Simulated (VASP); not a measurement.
A run of VASP 6.6.1 is set up as follows.

File INCAR:

```
  PREC = Accurate
  ENCUT = 520
  EDIFF = 1E-7
  ISMEAR = 0
  SIGMA = 0.05
  LREAL = False
  LASPH = True
  NELM = 100
  ALGO = Normal
  ISIF = 2
  LWAVE = False
  LCHARG = True
  GGA = PS
  LELF = True
  LVHAR = True
  NBANDS = 17
```

KPOINTS

```
Automatic mesh
0
Gamma
  8 8 8
```

The input POSCAR:

```
SnTe
1.0
    0.0000000000      3.6082931947      3.6082931947
    3.6082931947      0.0000000000      3.6082931947
    3.6082931947      3.6082931947      0.0000000000
Sn Te
1 1
Direct
    0.0000000000      0.0000000000      0.0000000000
    0.7500000000      0.7500000000      0.7500000000
```

Potentials or basis: VASP PAW PBE potentials, release 64 (Sn_d, Te).

The run is started by

```bash
$ cat potpaw_PBE.64/Sn_d/POTCAR potpaw_PBE.64/Te/POTCAR > POTCAR
$ mpirun -np 1 vasp_std > vasp.out
```

Task: What does it give for the pressure?

Result: -1.3 GPa.

Task: Estimate the band gap on the k mesh.

Result: 0.03 eV, indirect (least direct gap 0.76 eV).

Caveat: the cell differs from its parent crystal (strained); the PAW data sets were made with another functional, which shifts forces and pressure a little; spin-orbit coupling is left out, which moves the levels of the heavy elements. A k mesh can miss the band edges.
